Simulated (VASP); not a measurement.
# MnHg: single point with PBE

MnHg:

```
Hg Mn
1.0
     3.31500    0.00000    0.00000
     0.00000    3.31500    0.00000
     0.00000    0.00000    3.31500
Hg Mn
1 1
Direct
  0.00000 0.00000 0.00000
  0.50000 0.50000 0.50000
```

| Item | Value |
| --- | --- |
| Program | VASP 6.6.1 |
| Task | single point |
| Functional | PBE |
| Potentials or basis | VASP PAW PBE potentials, release 64 (Hg_sv_GW, Mn_sv) |
| Cutoff | 680 eV |
| k mesh | 7 × 7 × 7 |
| Occupations | fermi-dirac, width 0.05 eV |
| Spin | collinear spin, ferromagnetic start |
| Starting moments | [0.0, 5.0] μB |
| Fixed moment | 5 μB |
| Dipole correction | no |
| Further INCAR settings | ALGO = Normal; EDIFF = 1e-06; NBANDS = 28 |

The pressure is 9.4 GPa, the net moment is 5.00 μB per cell and the site moments are Hg +0.20; Mn +4.09 μB. The valence electrons inside the program's atomic spheres are Hg 17.96; Mn 12.78.

Wall time 59 s on 1 thread of Intel(R) Xeon(R) Platinum 8259CL CPU @ 2.50GHz (Skylake/Cascade Lake) (shared host), peak memory 0.22 GiB.

Caveat: the cell stands under pressure; the total moment is fixed, so each spin has its own Fermi level and the state may be an excited one.
